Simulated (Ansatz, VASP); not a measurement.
# W: VASP beside Ansatz

```
W
1.0
    -1.57500    1.57500    1.57500
     1.57500   -1.57500    1.57500
     1.57500    1.57500   -1.57500
W
1
Direct
  0.00000 0.00000 0.00000
```

Alike in both runs: task single point; functional PBEsol; dispersion D3(BJ); k mesh 8 × 8 × 8; occupations gaussian, width 0.1 eV; no spin polarisation.

```csv
,VASP,Ansatz
version,VASP 6.6.1,Ansatz 0.2.0
potentials or method,"VASP PAW PBE potentials, release 64 (W_sv), cutoff 500 eV","scalar-relativistic, plane waves, PAW"
valence electrons in the cell,14,14
```

```csv
,VASP,Ansatz,Ansatz less VASP
gap on the k mesh at the Fermi level (eV),none,none,-
pressure (GPa),-5.3,-5.9,-0.59
```

VASP's potentials were made for PBE, not for PBEsol, and Ansatz warns of the same on its side. A gap of «none» marks a metal or a gap that the smearing closes.

Neither program's run includes spin-orbit coupling.
